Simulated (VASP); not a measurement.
# Mg2Si3N3 (R-3m) in VASP: a series of runs

Runs on Mg2Si3N3. Level: PBE. Tasks: single point.

All numbers are computed with VASP 6.6.1; they aren't measurements. Logs are shortened: lines on timing, memory, paths and dates and some standing lists are left out, and cuts for length are marked.

## 1. The cell of the first run

It takes space group R-3m (No. 166, trigonal). The conventional cell has a = 4.574 Å, b = 4.574 Å, c = 17.815 Å, α = 90.00°, β = 90.00°, γ = 120.00°. Mg (site symmetry 3m) has 4 N at 2.10 to 2.67 Å and 3 Mg at 2.76 Å within 2.8 Å. Si (site symmetry 2/m) has 4 Si at 2.29 Å and 4 N at 2.61 Å and 2 Mg at 2.89 Å within 3.0 Å. N (site symmetry -3m) has 6 Mg at 2.67 Å and 6 N at 3.14 Å and 6 Si at 3.25 Å within 3.5 Å. N (site symmetry 3m) has 1 Mg at 2.10 Å and 1 N at 2.53 Å and 6 Si at 2.61 Å within 2.8 Å.

## 2. Single point, PBE

Contents of INCAR:

```
PREC     = Accurate       # precision mode
ENCUT    = 600            # plane-wave cutoff, eV
EDIFF    = 1E-6           # SCF threshold, eV
ISMEAR   = 0              # smearing method
SIGMA    = 0.2            # smearing width, eV
LREAL    = False          # projectors in reciprocal space
LASPH    = True           # aspherical terms in the spheres
NELM     = 120            # most SCF steps
ALGO     = Normal         # electronic algorithm
ISIF     = 2              # what is computed and relaxed
LWAVE    = False          # write WAVECAR
LCHARG   = False          # write CHGCAR
GGA      = PE             # functional
NBANDS   = 26             # bands
GGA_COMPAT= False
```

Contents of KPOINTS:

```
regular mesh
0
Gamma
  4 4 4
```

Contents of POSCAR:

```
Mg2Si3N3
1.0
    2.2869458067      1.3203687754      5.9382072319
   -2.2869458067      1.3203687754      5.9382072319
    0.0000000000     -2.6407375560      5.9382072307
Mg Si N
2 3 3
Direct
    0.1889306337      0.1889306337      0.1889306337
    0.8110693663      0.8110693663      0.8110693663
    0.5000000000      0.5000000000      0.0000000000
    0.0000000000      0.5000000000      0.5000000000
    0.5000000000      0.0000000000      0.5000000000
    0.5000000000      0.5000000000      0.5000000000
    0.0710054627      0.0710054627      0.0710054627
    0.9289945373      0.9289945373      0.9289945373
```

Potentials or basis: VASP PAW PBE potentials, release 64 (Mg, Si, N).

Command:

```
$ cat potpaw_PBE.64/Mg/POTCAR potpaw_PBE.64/Si/POTCAR potpaw_PBE.64/N/POTCAR > POTCAR
$ mpirun -np 1 vasp_std > vasp.out
```

OUTCAR:

```text
PREC = Accurate
   ENCUT = 600
   EDIFF = 1E-6
   ISMEAR = 0
   LREAL = False
   LASPH = True
   NELM = 120
   ISIF = 2
   GGA = PE

 ion  position               nearest neighbor table
   1  0.189  0.189  0.189-   7 2.10   6 2.67   6 2.67   6 2.67   2 2.76   2 2.76   2 2.76   4 2.89
                             5 2.89   3 2.89
   2  0.811  0.811  0.811-   8 2.10   6 2.67   6 2.67   6 2.67   1 2.76   1 2.76   1 2.76   4 2.89
                             5 2.89   3 2.89
   3  0.500  0.500  0.000-   4 2.29   5 2.29   5 2.29   4 2.29   1 2.89   2 2.89
   4  0.000  0.500  0.500-   5 2.29   5 2.29   3 2.29   3 2.29   1 2.89   2 2.89
   5  0.500  0.000  0.500-   4 2.29   4 2.29   3 2.29   3 2.29   1 2.89   2 2.89
   6  0.500  0.500  0.500-   1 2.67   1 2.67   2 2.67   2 2.67   1 2.67   2 2.67
   7  0.071  0.071  0.071-   1 2.10
   8  0.929  0.929  0.929-   2 2.10

  LATTYP: Found a trigonal (rhomboedric) cell.
 ALAT       =     6.4989075970
 COS(alpha) =     0.7523370634

  Lattice vectors:

 A1 = (   2.2869458067,   1.3203687754,   5.9382072319)
 A2 = (  -2.2869458067,   1.3203687754,   5.9382072319)
 A3 = (   0.0000000000,  -2.6407375560,   5.9382072307)

Analysis of symmetry for initial positions (statically):
=====================================================================
 Subroutine PRICEL returns:
 Original cell was already a primitive cell.

 Routine SETGRP: Setting up the symmetry group for a
 trigonal (rhombohedral) supercell.

 Subroutine GETGRP returns: Found 12 space group operations
 (whereof 12 operations were pure point group operations)
 out of a pool of 12 trial point group operations.

The static configuration has the point symmetry D_3d.

Analysis of symmetry for dynamics (positions and initial velocities):
=====================================================================
 Subroutine PRICEL returns:
 Original cell was already a primitive cell.

 Routine SETGRP: Setting up the symmetry group for a
 trigonal (rhombohedral) supercell.

 Subroutine GETGRP returns: Found 12 space group operations
 (whereof 12 operations were pure point group operations)
 out of a pool of 12 trial point group operations.

The dynamic configuration has the point symmetry D_3d.

 Subroutine INISYM returns: Found 12 space group operations
 (whereof 12 operations are pure point group operations),
 and found     1 'primitive' translations

----------------------------------------------------------------------------------------

                                     Primitive cell

  volume of cell :     107.5865

  direct lattice vectors                    reciprocal lattice vectors
     2.286945807  1.320368775  5.938207232     0.218632203  0.126227361  0.056133665
    -2.286945807  1.320368775  5.938207232    -0.218632203  0.126227361  0.056133665
     0.000000000 -2.640737556  5.938207231     0.000000000 -0.252454723  0.056133665

  length of vectors
     6.498907597  6.498907597  6.498907597     0.258620137  0.258620137  0.258620137

  position of ions in fractional coordinates (direct lattice)
     0.188930634  0.188930634  0.188930634
     0.811069366  0.811069366  0.811069366
     0.500000000  0.500000000  0.000000000
     0.000000000  0.500000000  0.500000000
     0.500000000  0.000000000  0.500000000
     0.500000000  0.500000000  0.500000000
     0.071005463  0.071005463  0.071005463
     0.928994537  0.928994537  0.928994537

  ion indices of the primitive-cell ions
   primitive index   ion index
                 1           1
                 2           2
                 3           3
                 4           4
                 5           5
                 6           6
                 7           7
                 8           8

----------------------------------------------------------------------------------------

 KPOINTS: regular mesh

Automatic generation of k-mesh.
 Grid dimensions read from file:
 generate k-points for:    4    4    4

 Generating k-lattice:

  Cartesian coordinates                     Fractional coordinates (reciprocal lattice)
     0.054658051  0.031556840  0.014033416     0.250000000  0.000000000  0.000000000
    -0.054658051  0.031556840  0.014033416     0.000000000  0.250000000  0.000000000
     0.000000000 -0.063113681  0.014033416     0.000000000  0.000000000  0.250000000

  Length of vectors
     0.064655034  0.064655034  0.064655034

  Shift w.r.t. Gamma in fractional coordinates (k-lattice)
     0.000000000  0.000000000  0.000000000

 Subroutine IBZKPT returns following result:
 ===========================================

 Found     13 irreducible k-points:

 Following reciprocal coordinates:
            Coordinates               Weight
  0.000000  0.000000  0.000000      1.000000
  0.250000  0.000000 -0.000000      6.000000
  0.500000  0.000000 -0.000000      3.000000
  0.250000  0.250000 -0.000000      6.000000
  0.500000  0.250000 -0.000000     12.000000
 -0.250000  0.250000  0.000000      6.000000
  0.500000  0.500000 -0.000000      3.000000
  0.250000  0.250000  0.250000      2.000000
  0.500000  0.250000  0.250000      6.000000
 -0.250000  0.250000  0.250000      6.000000
  0.500000  0.500000  0.250000      6.000000
 -0.250000  0.500000  0.250000      6.000000
  0.500000  0.500000  0.500000      1.000000
   k-points           NKPTS =     13   k-points in BZ     NKDIM =     13   number of bands    NBANDS=     26
   number of dos      NEDOS =    301   number of ions     NIONS =      8
   total plane-waves  NPLWV = 157464
   dimension x,y,z NGX =    54 NGY =   54 NGZ =   54
   dimension x,y,z NGXF=   108 NGYF=  108 NGZF=  108
   ions per type =               2   3   3
   NGX,Y,Z   is equivalent  to a cutoff of  13.81, 13.81, 13.81 a.u.
   NGXF,Y,Z  is equivalent  to a cutoff of  27.63, 27.63, 27.63 a.u.
 SYSTEM =  unknown system
   PREC   = accura    normal or accurate (medium, high low for compatibility)
   ISTART =      0    job   : 0-new  1-cont  2-samecut
   ICHARG =      2    charge: 1-file 2-atom 10-const
   ISPIN  =      1    spin polarized calculation?
   LNONCOLLINEAR =      F non collinear calculations
   LSORBIT =      F    spin-orbit coupling
   LASPH  =      T    aspherical Exc in radial PAW
   ENCUT  =  600.0 eV  44.10 Ry    6.64 a.u.  12.98 12.98 12.98*2*pi/ulx,y,z
   NELM   =    120;   NELMIN=  2; NELMDL= -5     # of ELM steps
   EDIFF  = 0.1E-05   stopping-criterion for ELM
   LREAL  =      F    real-space projection
   EDIFFG = 0.1E-04   stopping-criterion for IOM
   NSW    =      0    number of steps for IOM
   IBRION =     -1    ionic relax: 0-MD 1-quasi-New 2-CG
   NFREE  =      0    steps in history (QN), initial steepest desc. (CG)
   ISIF   =      2    stress and relaxation
   ISYM   =      2    0-nonsym 1-usesym 2-fastsym
   POTIM  = 0.5000    time-step for ionic-motion
   TEBEG  =    0.0;   TEEND  =   0.0 temperature during run
   PSTRESS=    0.0 pullay stress
   NELECT =      31.0000    total number of electrons
   NUPDOWN=      -1.0000    fix difference up-down
   EMIN   =  10.00;   EMAX   =-10.00  energy-range for DOS
   EFERMI =   0.00;   METHOD = LEGACY
   ISMEAR =     0;   SIGMA  =   0.20  broadening in eV -4-tet -1-fermi 0-gaus
   EFERMI_NEDOS =   21; number of points for ismear=-14 and -15
   IALGO  =     38    algorithm
   IMIX   =      4    mixing-type and parameters
     AMIX     =   0.40;   BMIX     =  1.00
     AMIX_MAG =   1.60;   BMIX_MAG =  1.00
  volume/ion in A,a.u.               =      13.45        90.75
  Fermi-wavevector in a.u.,A,eV,Ry     =   1.081292  2.043345 15.907816  1.169191
  Thomas-Fermi vector in A             =   2.217304
   LORBIT       =      0    0 simple, 1 ext, 2 COOP (PROOUT), +10 PAW based schemes
   GGA     = PE    functional components
   LHFCALC =     F    Hartree Fock is set to
   AEXX    =    0.0000 exact exchange contribution
   IVDW    =     0    specifies the selected vdW correction
   LEPSILON=     F    determine dielectric tensor
   LRPA    =     F    only Hartree local field effects (RPA)
 non-spin polarized calculation
 Gauss-broadening in eV      SIGMA  =   0.20
  energy-cutoff  :      600.00
  volume of cell :      107.59
 maximum number of plane-waves:      3606
 NGX is ok and might be reduce to    54
   NGX = 25   NGY = 25   NGZ = 25

 number of electron      30.9999999 magnetization

 Free energy of the ion-electron system (eV)
  ---------------------------------------------------
  ext. energy  EPLUGINS =         0.00000000
  ---------------------------------------------------
  free energy    TOTEN  =       -34.03614783 eV

  energy without entropy =      -33.99975358  energy(sigma->0) =      -34.01795070

 E-fermi :   5.7472     XC(G=0): -10.4047

 val. band max:        5.7458666646   @ k =   0.5000   0.0000  -0.0000
 cond. band min:       5.8432142606   @ k =   0.2500   0.2500   0.2500
 fundamental gap:      0.0973475960
 Fermi energy:         5.7471861766

 k-point     1 :       0.0000    0.0000    0.0000
  band No.  band energies     occupation
      1      -9.4119      2.00000
      2      -7.1993      2.00000
      3      -6.1875      2.00000
      4      -4.9930      2.00000
      5      -1.0595      2.00000
      6       0.6930      2.00000
[... 18 lines left out ...]
     25      10.9381      0.00000
     26      12.1518      0.00000

 k-point     2 :       0.2500    0.0000   -0.0000
  band No.  band energies     occupation
      1      -9.0287      2.00000
      2      -7.1690      2.00000
      3      -6.1854      2.00000
      4      -5.3190      2.00000
      5      -2.6351      2.00000
      6      -0.2877      2.00000
[... 18 lines left out ...]
     25      12.0297      0.00000
[... 289 lines left out ...]
     25      10.9677      0.00000
     26      12.4644      0.00000

 k-point    13 :       0.5000    0.5000    0.5000
  band No.  band energies     occupation
      1      -9.2438      2.00000
      2      -7.6961      2.00000
      3      -5.9082      2.00000
      4      -4.9995      2.00000
      5      -1.0472      2.00000
      6       0.6692      2.00000
[... 18 lines left out ...]
     25      11.7813      0.00000
     26      12.2398      0.00000

------------------------ aborting loop because EDIFF is reached ----------------------------------------

  FORCE on cell =-STRESS in cart. coord.  units (eV):
  Direction    XX          YY          ZZ          XY          YZ          ZX
  --------------------------------------------------------------------------------------
  -------------------------------------------------------------------------------------
  Total       -0.1266358     -0.1266358      0.0854457      0.0000000     -0.0000000      0.0000000
  in kB       -1.8858601     -1.8858601      1.2724568      0.0000000     -0.0000000      0.0000000
  external PRESSURE =      -0.8330878 kB  Pullay stress =       0.0000000 kB

 VOLUME and BASIS-vectors are now :
 -----------------------------------------------------------------------------
  energy-cutoff  :      600.00
  volume of cell :      107.59
      direct lattice vectors                 reciprocal lattice vectors
     2.286945807  1.320368775  5.938207232     0.218632203  0.126227361  0.056133665
    -2.286945807  1.320368775  5.938207232    -0.218632203  0.126227361  0.056133665
     0.000000000 -2.640737556  5.938207231     0.000000000 -0.252454723  0.056133665

 POSITION                                       TOTAL-FORCE (eV/Angst)
 -----------------------------------------------------------------------------------
      0.00000     -0.00000      3.36573        -0.000000     -0.000000      0.014198
      0.00000     -0.00000     14.44889        -0.000000      0.000000     -0.014198
      0.00000      1.32037      5.93821        -0.000000     -0.000000      0.000000
     -1.14347     -0.66018      5.93821        -0.000000     -0.000000      0.000000
      1.14347     -0.66018      5.93821         0.000000     -0.000000      0.000000
      0.00000     -0.00000      8.90731         0.000000     -0.000000      0.000000
      0.00000     -0.00000      1.26494        -0.000000     -0.000000      0.011745
      0.00000     -0.00000     16.54969        -0.000000      0.000000     -0.011745
 -----------------------------------------------------------------------------------
    total drift:                                0.000000     -0.000000      0.000000

  FREE ENERGIE OF THE ION-ELECTRON SYSTEM (eV)
  ---------------------------------------------------
  free  energy   TOTEN  =       -34.0361478253 eV

  energy  without entropy=      -33.9997535838  energy(sigma->0) =      -34.01795070
```

Wall time 76 s (1 thread of Intel Xeon Platinum 8559C (Emerald Rapids), shared host); peak memory 0.4 GiB.

What came out:

| Quantity | Value |
| --- | --- |
| Free energy | -34.0361 eV |
| Pressure | -0.1 GPa |
| Largest force | 0.014 eV/Å |

Forces in eV/Å, atoms in the order of the input:
```
Mg   0.000  0.000  0.014
Mg   0.000  0.000 -0.014
Si   0.000  0.000  0.000
Si   0.000  0.000  0.000
Si   0.000  0.000  0.000
N    0.000  0.000  0.000
N    0.000  0.000  0.012
N    0.000  0.000 -0.012
```

Caveat: the k points lie up to 0.41 Å⁻¹ apart.

## 3. Single point, PBE

This run uses another cell than the first one, of 13.56 Å³/atom, 1.008 times its volume.

Contents of INCAR:

```
  ALGO = Normal
  EDIFF = 1E-6
  ENCUT = 600
  GGA = PE
  GGA_COMPAT = False
  ISIF = 2
  ISMEAR = 0
  LASPH = True
  LCHARG = False
  LREAL = False
  LWAVE = False
  NBANDS = 26
  NELM = 120
  PREC = Accurate
  SIGMA = 0.2
```

Contents of KPOINTS:

```
k-points
0
Gamma
  4 4 4
```

Contents of POSCAR:

```
Mg2Si3N3
1.0
    2.4223623906      1.3985515769      5.3364462566
   -2.4223623906      1.3985515769      5.3364462566
    0.0000000000     -2.7971031579      5.3364462555
Mg Si N
2 3 3
Direct
    0.7754396982      0.7754396982      0.7754396982
    0.2245603018      0.2245603018      0.2245603018
    0.3937168147      0.3937168147      0.3937168147
    0.6062831853      0.6062831853      0.6062831853
    0.0000000000      0.0000000000      0.0000000000
    0.8989876279      0.8989876279      0.8989876279
    0.1010123721      0.1010123721      0.1010123721
    0.5000000000      0.5000000000      0.5000000000
```

Potentials or basis: VASP PAW PBE potentials, release 64 (Mg, Si, N).

Command:

```
$ cat potpaw_PBE.64/Mg/POTCAR potpaw_PBE.64/Si/POTCAR potpaw_PBE.64/N/POTCAR > POTCAR
$ mpirun -np 1 vasp_std > vasp.out
```

Wall time 51 s (1 thread of Intel Xeon Platinum 8559C (Emerald Rapids), shared host); peak memory 0.33 GiB.

It converged, with:

| Property | Result |
| --- | --- |
| Free energy | -42.4577 eV |
| Pressure | -0.2 GPa |
| Largest force | 0.035 eV/Å |

Forces on the atoms (eV/Å):
```
Mg   0.000  0.000  0.014
Mg   0.000  0.000 -0.014
Si   0.000  0.000  0.020
Si   0.000  0.000 -0.020
Si   0.000  0.000  0.000
N    0.000  0.000 -0.035
N    0.000  0.000  0.035
N    0.000  0.000  0.000
```

Stress tensor (GPa, compression positive):
```
-0.27  0.00  0.00
 0.00 -0.27  0.00
 0.00  0.00 -0.05
```

Levels at points of the mesh, in eV from the Fermi level:
| k point | band 14 | band 15 | band 16 | band 17 | band 18 | band 19 |
| --- | --- | --- | --- | --- | --- | --- |
| (0.00, 0.00, 0.00) | -1.85 | -1.85 | -1.83 | 0.61 | 1.95 | 1.95 |
| (0.50, 0.00, 0.00) | -1.66 | -0.17 | -0.03 | 0.36 | 2.47 | 3.37 |
| (0.50, 0.50, 0.00) | -1.78 | -0.67 | -0.16 | 1.29 | 1.95 | 2.06 |
| (0.50, 0.50, 0.50) | -2.19 | -0.37 | -0.16 | -0.16 | 0.52 | 0.52 |

Caveat: the k points lie up to 0.39 Å⁻¹ apart.

## 4. Single point, PBE

This run uses another cell than the first one, of 14.59 Å³/atom, 1.085 times its volume.

Contents of INCAR:

```
SYSTEM = Mg2Si3N3
PREC = Accurate
ENCUT = 600
EDIFF = 1E-6
ISMEAR = 0
SIGMA = 0.2
LREAL = .FALSE.
LASPH = .TRUE.
NELM = 120
ALGO = Normal
ISIF = 2
LWAVE = .FALSE.
LCHARG = .FALSE.
GGA = PE
NBANDS = 26
GGA_COMPAT = .FALSE.
```

Contents of KPOINTS:

```
Automatic mesh
0
G
  4 4 4
  0 0 0
```

Contents of POSCAR:

```
Mg2Si3N3
1.0
    3.2661714963      1.8857249914      3.1589533140
   -3.2661714963      1.8857249914      3.1589533140
    0.0000000000     -3.7714499864      3.1589533118
Mg Si N
2 3 3
Direct
    0.6327721399      0.6327721399      0.6327721399
    0.3672278601      0.3672278601      0.3672278601
    0.0000000000      0.0000000000      0.5000000000
    0.5000000000      0.0000000000      0.0000000000
    0.0000000000      0.5000000000      0.0000000000
    0.5000000000      0.5000000000      0.0000000000
    0.0000000000      0.5000000000      0.5000000000
    0.5000000000      0.0000000000      0.5000000000
```

Command:

```
$ cat potpaw_PBE.64/Mg/POTCAR potpaw_PBE.64/Si/POTCAR potpaw_PBE.64/N/POTCAR > POTCAR
$ mpirun -np 1 vasp_std > vasp.out
```

Run time: 32 s. Hardware: 1 thread of Intel Xeon Platinum 8559C (Emerald Rapids), shared host; peak memory 0.25 GiB.

It converged, with:

```
Free energy   : -38.2232 eV
Pressure      : 0.2 GPa
Largest force : 0.067 eV/Å
```

Forces in eV/Å, atoms in the order of the input:
```
Mg   0.000  0.000  0.067
Mg   0.000  0.000 -0.067
Si   0.000  0.000  0.000
Si   0.000  0.000  0.000
Si   0.000  0.000  0.000
N    0.000  0.000  0.000
N    0.000  0.000  0.000
N    0.000  0.000  0.000
```

Stress tensor (GPa, compression positive):
```
 0.43  0.00  0.00
 0.00  0.43  0.00
 0.00  0.00 -0.27
```

Levels at points of the mesh, in eV from the Fermi level:
| k point | band 14 | band 15 | band 16 | band 17 | band 18 | band 19 |
| --- | --- | --- | --- | --- | --- | --- |
| (0.00, 0.00, 0.00) | -2.20 | -2.20 | -0.07 | 0.76 | 2.42 | 2.42 |
| (0.50, 0.00, 0.00) | -0.91 | -0.08 | 0.01 | 0.86 | 1.43 | 1.89 |
| (0.50, 0.50, 0.00) | -1.01 | -0.28 | 0.03 | 0.79 | 1.44 | 1.47 |
| (0.50, 0.50, 0.50) | 0.20 | 0.22 | 0.39 | 0.39 | 1.02 | 1.02 |

## 5. Summary

```csv
cell,gap on the mesh (eV),pressure (GPa),largest force (eV/Å)
"a = 6.499 Å, angles 41.2°, 8 atoms",none,-0.1,0.01
"a = 6.025 Å, angles 47.4°, 8 atoms",none,-0.2,0.04
"a = 4.920 Å, angles 83.2°, 8 atoms",none,0.2,0.07
```

Alike in all rows: task single point; level PBE; potentials or basis VASP PAW PBE potentials, release 64 (Mg, Si, N); no spin polarisation; k mesh 4 × 4 × 4; cutoff (eV) 600; smearing gaussian 0.2 eV.

Caveats: some runs use coarse meshes.

Total energies depend on the potentials used, so only differences within one code and one set of settings carry meaning.
